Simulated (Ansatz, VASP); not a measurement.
ScF3: VASP beside Ansatz

Contents of INCAR:

```
PREC     = Accurate       # precision mode
ENCUT    = 520            # plane-wave cutoff, eV
EDIFF    = 1E-6           # SCF threshold, eV
ISMEAR   = 0              # smearing method
SIGMA    = 0.05           # smearing width, eV
LREAL    = F              # projectors in reciprocal space
LASPH    = T              # aspherical terms in the spheres
NELM     = 100            # most SCF steps
ALGO     = Normal         # electronic algorithm
ISIF     = 2              # what is computed and relaxed
LWAVE    = F              # write WAVECAR
LCHARG   = F              # write CHGCAR
NBANDS   = 24             # bands
```

The input KPOINTS:

```
regular mesh
0
Gamma
  6 6 6
```

The input POSCAR:

```
ScF3
1.0
    4.2358118245      0.0000000000      0.0000000000
    0.0000000000      4.2358118245      0.0000000000
    0.0000000000      0.0000000000      3.6004400508
Sc F
1 3
Direct
    0.0000000000      0.0000000000      0.0000000000
    0.5000000000      0.0000000000      0.0000000000
    0.0000000000      0.5000000000      0.0000000000
    0.0000000000      0.0000000000      0.5000000000
```

Input for Ansatz:

```yaml
crystal:
  lattice:
    - [4.2358118245, 0.0, 0.0]
    - [0.0, 4.2358118245, 0.0]
    - [0.0, 0.0, 3.6004400508]
  atoms:
    - { symbol: Sc, position: [0.0, 0.0, 0.0] }
    - { symbol: F, position: [0.5, 0.0, 0.0] }
    - { symbol: F, position: [0.0, 0.5, 0.0] }
    - { symbol: F, position: [0.0, 0.0, 0.5] }
basis:
  ecutwfc: 420
kpoints:
  mp_grid: { grid: [6, 6, 6] }
hamiltonian:
  xc: lda
scf:
  occupations: { method: gaussian, width: 0.05 }
output:
  forces: true
  stress: true
  eigenvalues: true
```

Alike in both runs: task single point; functional LDA; k mesh 6 × 6 × 6; occupations gaussian, width 0.05 eV; no spin polarisation.

|  | VASP | Ansatz |
| --- | --- | --- |
| version | VASP 6.6.1 | Ansatz 0.2.0 |
| potentials or method | VASP PAW LDA potentials, release 64 (Sc_sv, F), cutoff 520 eV | scalar-relativistic, plane waves, PAW |
| valence electrons in the cell | 32 | 32 |

|  | VASP | Ansatz | Ansatz less VASP |
| --- | --- | --- | --- |
| gap on the k mesh at the Fermi level (eV) | 5.62 | 5.64 | +0.019 |
| least direct gap on the mesh (eV) | 6.00 | 6.02 | +0.019 |
| pressure (GPa) | 4.0 | 3.2 | -0.81 |
| traceless stress, the component that is largest in VASP (GPa) | 33.71 | 32.75 | -0.955 |

LDA's correlation is that of Perdew and Zunger in VASP and of Perdew and Wang (1992) in Ansatz.
